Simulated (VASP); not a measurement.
# Sn3Se2S (Cmcm) in VASP: further runs

Sn3Se2S is run at these levels: PBE; tasks: single point.

Program: VASP 6.6.1. These are calculated values, not measurements. Logs are shortened: lines on timing, memory, paths and dates and some standing lists are left out, and cuts for length are marked.

## 1. The cell of the first run

Symmetry: Cmcm, No. 63, orthorhombic system. The conventional cell has a = 12.811 Å, b = 12.047 Å, c = 4.259 Å, α = 90.00°, β = 90.00°, γ = 90.00°. Sn (site symmetry m) has 3 Se at 2.71 to 3.02 Å and 2 S at 3.02 Å within 3.6 Å. Within 3.6 Å of Sn (site symmetry m2m) lie 1 S at 2.71 Å and 4 Se at 3.02 Å. Se (site symmetry m) has 5 Sn at 2.71 to 3.02 Å within 3.6 Å. Within 3.6 Å of S (site symmetry m2m) lie 5 Sn at 2.71 to 3.02 Å.

## 2. Single point, PBE

File INCAR:

```
SYSTEM = Sn3Se2S
  PREC = Accurate
  ENCUT = 500
  EDIFF = 1E-6
  ISMEAR = 0
  SIGMA = 0.1
  LREAL = .FALSE.
  LASPH = .TRUE.
  NELM = 120
  ALGO = Normal
  ISIF = 2
  LWAVE = .FALSE.
  LCHARG = .TRUE.
  GGA = PE
  LELF = .TRUE.
  LVHAR = .TRUE.
  NBANDS = 72
  GGA_COMPAT = .FALSE.
```

File KPOINTS:

```
regular mesh
0
G
  2 2 4
  0 0 0
```

File POSCAR:

```
Sn3Se2S
1.0
    6.4052765000     -6.0233631700      0.0000000000
    6.4052765000      6.0233631700      0.0000000000
    0.0000000000      0.0000000000      4.2594624100
Sn Se S
6 4 2
Direct
    0.7953816500      0.5379516900      0.2500000000
    0.4620483100      0.2046183500      0.2500000000
    0.1287149800      0.8712850200      0.2500000000
    0.5379516900      0.7953816500      0.7500000000
    0.2046183500      0.4620483100      0.7500000000
    0.8712850200      0.1287149800      0.7500000000
    0.0199347100      0.3133986200      0.2500000000
    0.6866013800      0.9800652900      0.2500000000
    0.3133986200      0.0199347100      0.7500000000
    0.9800652900      0.6866013800      0.7500000000
    0.3532680400      0.6467319600      0.2500000000
    0.6467319600      0.3532680400      0.7500000000
```

Potentials or basis: VASP PAW PBE potentials, release 64 (Sn_d, Se, S).

Launch:

```bash
cat potpaw_PBE.64/Sn_d/POTCAR potpaw_PBE.64/Se/POTCAR potpaw_PBE.64/S/POTCAR > POTCAR
mpirun -np 1 vasp_std > vasp.out
```

OUTCAR:

```text
SYSTEM = Sn3Se2S
   PREC = Accurate
   ENCUT = 500
   EDIFF = 1E-6
   ISMEAR = 0
   LREAL = .FALSE.
   LASPH = .TRUE.
   NELM = 120
   ISIF = 2
   GGA = PE

 ion  position               nearest neighbor table
   1  0.795  0.538  0.250-   7 2.71  10 3.02  10 3.02  12 3.02  12 3.02
   2  0.462  0.205  0.250-   8 2.71   9 3.02   9 3.02  12 3.02  12 3.02
   3  0.129  0.871  0.250-  11 2.71  10 3.02   9 3.02   9 3.02  10 3.02
   4  0.538  0.795  0.750-   9 2.71   8 3.02   8 3.02  11 3.02  11 3.02
   5  0.205  0.462  0.750-  10 2.71   7 3.02   7 3.02  11 3.02  11 3.02
   6  0.871  0.129  0.750-  12 2.71   8 3.02   7 3.02   7 3.02   8 3.02
   7  0.020  0.313  0.250-   1 2.71   5 3.02   5 3.02   6 3.02   6 3.02
   8  0.687  0.980  0.250-   2 2.71   4 3.02   4 3.02   6 3.02   6 3.02
   9  0.313  0.020  0.750-   4 2.71   2 3.02   2 3.02   3 3.02   3 3.02
  10  0.980  0.687  0.750-   5 2.71   1 3.02   1 3.02   3 3.02   3 3.02
  11  0.353  0.647  0.250-   3 2.71   4 3.02   5 3.02   4 3.02   5 3.02
  12  0.647  0.353  0.750-   6 2.71   2 3.02   1 3.02   1 3.02   2 3.02

  LATTYP: Found a base centered orthorhombic cell.
 ALAT       =    12.0467263400
 B/A-ratio  =     1.0634053301
 C/A-ratio  =     0.3535784154

  Lattice vectors:

 A1 = (  -6.4052765000,  -6.0233631700,   0.0000000000)
 A2 = (   6.4052765000,  -6.0233631700,   0.0000000000)
 A3 = (   0.0000000000,   0.0000000000,   4.2594624100)

Analysis of symmetry for initial positions (statically):
=====================================================================
 Subroutine PRICEL returns:
 Original cell was already a primitive cell.

 Routine SETGRP: Setting up the symmetry group for a
 base centered orthorhombic supercell.

 Subroutine GETGRP returns: Found  8 space group operations
 (whereof  4 operations were pure point group operations)
 out of a pool of  8 trial point group operations.

The static configuration has the point symmetry C_2h.
 The point group associated with its full space group is D_2h.

Analysis of symmetry for dynamics (positions and initial velocities):
=====================================================================
 Subroutine PRICEL returns:
 Original cell was already a primitive cell.

 Routine SETGRP: Setting up the symmetry group for a
 base centered orthorhombic supercell.

 Subroutine GETGRP returns: Found  8 space group operations
 (whereof  4 operations were pure point group operations)
 out of a pool of  8 trial point group operations.

The dynamic configuration has the point symmetry C_2h.
 The point group associated with its full space group is D_2h.

 Subroutine INISYM returns: Found  8 space group operations
 (whereof  4 operations are pure point group operations),
 and found     1 'primitive' translations

----------------------------------------------------------------------------------------

                                     Primitive cell

  volume of cell :     328.6713

  direct lattice vectors                    reciprocal lattice vectors
     6.405276500 -6.023363170  0.000000000     0.078060643 -0.083010103  0.000000000
     6.405276500  6.023363170  0.000000000     0.078060643  0.083010103  0.000000000
     0.000000000  0.000000000  4.259462410     0.000000000  0.000000000  0.234771411

  length of vectors
     8.792523581  8.792523581  4.259462410     0.113947976  0.113947976  0.234771411

  position of ions in fractional coordinates (direct lattice)
     0.795381650  0.537951690  0.250000000
     0.462048310  0.204618350  0.250000000
     0.128714980  0.871285020  0.250000000
     0.537951690  0.795381650  0.750000000
     0.204618350  0.462048310  0.750000000
     0.871285020  0.128714980  0.750000000
     0.019934710  0.313398620  0.250000000
     0.686601380  0.980065290  0.250000000
     0.313398620  0.019934710  0.750000000
     0.980065290  0.686601380  0.750000000
     0.353268040  0.646731960  0.250000000
     0.646731960  0.353268040  0.750000000

  ion indices of the primitive-cell ions
   primitive index   ion index
                 1           1
                 2           2
                 3           3
                 4           4
                 5           5
                 6           6
                 7           7
                 8           8
                 9           9
                10          10
                11          11
                12          12

----------------------------------------------------------------------------------------

 KPOINTS: regular mesh

Automatic generation of k-mesh.
 Grid dimensions read from file:
 generate k-points for:    2    2    4

 Generating k-lattice:

  Cartesian coordinates                     Fractional coordinates (reciprocal lattice)
     0.039030321 -0.041505052  0.000000000     0.500000000  0.000000000  0.000000000
     0.039030321  0.041505052  0.000000000     0.000000000  0.500000000  0.000000000
     0.000000000  0.000000000  0.058692853     0.000000000  0.000000000  0.250000000

  Length of vectors
     0.056973988  0.056973988  0.058692853

  Shift w.r.t. Gamma in fractional coordinates (k-lattice)
     0.000000000  0.000000000  0.000000000

 Subroutine IBZKPT returns following result:
 ===========================================

 Found      9 irreducible k-points:

 Following reciprocal coordinates:
            Coordinates               Weight
  0.000000  0.000000  0.000000      1.000000
  0.500000  0.000000  0.000000      2.000000
  0.500000  0.500000  0.000000      1.000000
  0.000000  0.000000  0.250000      2.000000
  0.500000  0.000000  0.250000      4.000000
  0.500000  0.500000  0.250000      2.000000
  0.000000  0.000000  0.500000      1.000000
  0.500000  0.000000  0.500000      2.000000
  0.500000  0.500000  0.500000      1.000000
   k-points           NKPTS =      9   k-points in BZ     NKDIM =      9   number of bands    NBANDS=     72
   number of dos      NEDOS =    301   number of ions     NIONS =     12
   total plane-waves  NPLWV = 131072
   dimension x,y,z NGX =    64 NGY =   64 NGZ =   32
   dimension x,y,z NGXF=   128 NGYF=  128 NGZF=   64
   ions per type =               6   4   2
   NGX,Y,Z   is equivalent  to a cutoff of  12.10, 12.10, 12.49 a.u.
   NGXF,Y,Z  is equivalent  to a cutoff of  24.20, 24.20, 24.98 a.u.
 SYSTEM =  Sn3Se2S
   PREC   = accura    normal or accurate (medium, high low for compatibility)
   ISTART =      0    job   : 0-new  1-cont  2-samecut
   ICHARG =      2    charge: 1-file 2-atom 10-const
   ISPIN  =      1    spin polarized calculation?
   LNONCOLLINEAR =      F non collinear calculations
   LSORBIT =      F    spin-orbit coupling
   LASPH  =      T    aspherical Exc in radial PAW
   ENCUT  =  500.0 eV  36.75 Ry    6.06 a.u.  16.03 16.03  7.77*2*pi/ulx,y,z
   NELM   =    120;   NELMIN=  2; NELMDL= -5     # of ELM steps
   EDIFF  = 0.1E-05   stopping-criterion for ELM
   LREAL  =      F    real-space projection
   EDIFFG = 0.1E-04   stopping-criterion for IOM
   NSW    =      0    number of steps for IOM
   IBRION =     -1    ionic relax: 0-MD 1-quasi-New 2-CG
   NFREE  =      0    steps in history (QN), initial steepest desc. (CG)
   ISIF   =      2    stress and relaxation
   ISYM   =      2    0-nonsym 1-usesym 2-fastsym
   POTIM  = 0.5000    time-step for ionic-motion
   TEBEG  =    0.0;   TEEND  =   0.0 temperature during run
   PSTRESS=    0.0 pullay stress
   NELECT =     120.0000    total number of electrons
   NUPDOWN=      -1.0000    fix difference up-down
   EMIN   =  10.00;   EMAX   =-10.00  energy-range for DOS
   EFERMI =   0.00;   METHOD = LEGACY
   ISMEAR =     0;   SIGMA  =   0.10  broadening in eV -4-tet -1-fermi 0-gaus
   EFERMI_NEDOS =   21; number of points for ismear=-14 and -15
   IALGO  =     38    algorithm
   IMIX   =      4    mixing-type and parameters
     AMIX     =   0.40;   BMIX     =  1.00
     AMIX_MAG =   1.60;   BMIX_MAG =  1.00
  volume/ion in A,a.u.               =      27.39       184.83
  Fermi-wavevector in a.u.,A,eV,Ry     =   1.170078  2.211126 18.627487  1.369082
  Thomas-Fermi vector in A             =   2.306541
   LORBIT       =      0    0 simple, 1 ext, 2 COOP (PROOUT), +10 PAW based schemes
   GGA     = PE    functional components
   LHFCALC =     F    Hartree Fock is set to
   AEXX    =    0.0000 exact exchange contribution
   IVDW    =     0    specifies the selected vdW correction
   LEPSILON=     F    determine dielectric tensor
   LRPA    =     F    only Hartree local field effects (RPA)
 non-spin polarized calculation
 Gauss-broadening in eV      SIGMA  =   0.10
  energy-cutoff  :      500.00
  volume of cell :      328.67
 maximum number of plane-waves:      8364
   NGX = 33   NGY = 33   NGZ = 15

 number of electron     120.0000026 magnetization

 Free energy of the ion-electron system (eV)
  ---------------------------------------------------
  ext. energy  EPLUGINS =         0.00000000
  ---------------------------------------------------
  free energy    TOTEN  =       -50.25170528 eV

  energy without entropy =      -50.25170475  energy(sigma->0) =      -50.25170502

 E-fermi :   5.1980     XC(G=0):  -9.4797

 val. band max:        4.8788754521   @ k =   0.5000   0.5000   0.0000
 cond. band min:       5.5063150616   @ k =   0.5000   0.5000   0.0000
 fundamental gap:      0.6274396095
 Fermi energy:         5.1979879568

 k-point     1 :       0.0000    0.0000    0.0000
  band No.  band energies     occupation
      1     -16.2993      2.00000
      2     -16.2984      2.00000
      3     -16.2983      2.00000
      4     -16.2940      2.00000
      5     -16.2776      2.00000
      6     -16.2763      2.00000
[... 64 lines left out ...]
     71       8.7672      0.00000
     72       9.1007      0.00000
[... 598 lines left out ...]
     71       9.3040      0.00000
     72       9.3544      0.00000

------------------------ aborting loop because EDIFF is reached ----------------------------------------

  FORCE on cell =-STRESS in cart. coord.  units (eV):
  Direction    XX          YY          ZZ          XY          YZ          ZX
  --------------------------------------------------------------------------------------
  -------------------------------------------------------------------------------------
  Total       -1.9211839     -0.8677582     -1.3031306      0.0000000     -0.0000000      0.0000000
  in kB       -9.3652163     -4.2300704     -6.3523851      0.0000000     -0.0000000      0.0000000
  external PRESSURE =      -6.6492240 kB  Pullay stress =       0.0000000 kB

 VOLUME and BASIS-vectors are now :
 -----------------------------------------------------------------------------
  energy-cutoff  :      500.00
  volume of cell :      328.67
      direct lattice vectors                 reciprocal lattice vectors
     6.405276500 -6.023363170  0.000000000     0.078060643 -0.083010103  0.000000000
     6.405276500  6.023363170  0.000000000     0.078060643  0.083010103  0.000000000
     0.000000000  0.000000000  4.259462410     0.000000000  0.000000000  0.234771411

 POSITION                                       TOTAL-FORCE (eV/Angst)
 -----------------------------------------------------------------------------------
      8.54037     -1.55059      1.06487        -0.383104      0.126700      0.000000
      4.27018     -1.55059      1.06487         0.383104      0.126700      0.000000
      6.40528      4.47277      1.06487         0.000000     -0.603167      0.000000
      8.54037      1.55059      3.19460        -0.383104     -0.126700      0.000000
      4.27018      1.55059      3.19460         0.383104     -0.126700      0.000000
      6.40528     -4.47277      3.19460         0.000000      0.603167     -0.000000
      2.13509      1.76764      1.06487        -0.014523     -0.200923     -0.000000
     10.67546      1.76764      1.06487         0.014523     -0.200923     -0.000000
      2.13509     -1.76764      3.19460        -0.014523      0.200923      0.000000
     10.67546     -1.76764      3.19460         0.014523      0.200923      0.000000
      6.40528      1.76764      1.06487         0.000000      0.490936      0.000000
      6.40528     -1.76764      3.19460         0.000000     -0.490936     -0.000000
 -----------------------------------------------------------------------------------
    total drift:                                0.000000      0.000000      0.000000

  FREE ENERGIE OF THE ION-ELECTRON SYSTEM (eV)
  ---------------------------------------------------
  free  energy   TOTEN  =       -50.2517052825 eV

  energy  without entropy=      -50.2517047485  energy(sigma->0) =      -50.25170502
```

It took 4.9 min on 1 thread of Oxide Virtual Turin-like, shared host; peak memory 0.38 GiB.

Results:

```
Free energy            : -50.2517 eV
Pressure               : -0.7 GPa
Largest force          : 0.603 eV/Å
Band gap on the k mesh : 0.63 eV
```

Forces on the atoms (eV/Å):
```
Sn  -0.383  0.127  0.000
Sn   0.383  0.127  0.000
Sn   0.000 -0.603  0.000
Sn  -0.383 -0.127  0.000
Sn   0.383 -0.127  0.000
Sn   0.000  0.603  0.000
Se  -0.015 -0.201  0.000
Se   0.015 -0.201  0.000
Se  -0.015  0.201  0.000
Se   0.015  0.201  0.000
S    0.000  0.491  0.000
S    0.000 -0.491  0.000
```

Levels at points of the mesh, in eV from the valence-band top:
```csv
k point,band 57,band 58,band 59,band 60,band 61,band 62,band 63,band 64
"(0.00, 0.00, 0.00)",-1.01,-0.37,-0.15,0.00,1.40,1.45,1.71,1.73
"(0.50, 0.00, 0.00)",-0.48,-0.47,-0.36,-0.05,1.52,1.56,1.68,2.33
"(0.50, 0.50, 0.00)",-0.53,-0.38,-0.17,0.00,0.63,1.11,1.13,2.57
"(0.00, 0.00, 0.50)",-1.29,-1.29,-0.10,-0.10,1.20,1.20,1.95,1.95
"(0.50, 0.00, 0.50)",-0.95,-0.95,-0.88,-0.88,1.95,1.95,2.07,2.07
"(0.50, 0.50, 0.50)",-1.49,-1.49,-0.67,-0.67,1.69,1.69,2.37,2.37
```

Caveat: semilocal functionals underestimate gaps, and a narrow one can read as zero; spin-orbit coupling is left out, which moves the levels of the heavy elements. A k mesh can miss the band edges.

(Continued in part 2 of 2.)
